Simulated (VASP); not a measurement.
A run of VASP 6.6.1:

Contents of INCAR:

```
SYSTEM = PbO
PREC = Accurate
ENCUT = 520
EDIFF = 1E-7
ISMEAR = 0
SIGMA = 0.02
LREAL = .False.
LASPH = .True.
NELM = 100
ALGO = Normal
ISIF = 2
LWAVE = .False.
LCHARG = .False.
LDIPOL = .True.
IDIPOL = 3
DIPOL = 0.5 0.5 0.500
GGA = PE
IVDW = 12
NBANDS = 28
```

Contents of KPOINTS:

```
Automatic mesh
0
Gamma
  6 6 1
  0 0 0
```

POSCAR

```
PbO
1.0
    3.9050000000      0.0000000000      0.0000000000
    0.0000000000      3.9050000000      0.0000000000
    0.0000000000      0.0000000000     30.7493267952
Pb O
2 2
Direct
    0.5000000000      0.0000000000      0.4593974851
    0.0000000000      0.5000000000      0.5406025149
    0.0000000000      0.0000000000      0.5000000000
    0.5000000000      0.5000000000      0.5000000000
```

Potentials or basis: VASP PAW PBE potentials, release 64 (Pb_d, O).

Run with:

```sh
$ cat potpaw_PBE.64/Pb_d/POTCAR potpaw_PBE.64/O/POTCAR > POTCAR
$ mpirun -np 1 vasp_std > vasp.out
```

Hardware: 1 thread of Intel Xeon 8259CL, with other jobs on the host.

Estimate the wall time of this run.

It took 10 min on 1 thread of Intel Xeon 8259CL, on a shared host, peak memory 0.55 GiB. Counts: scf iterations 27, k points 10.
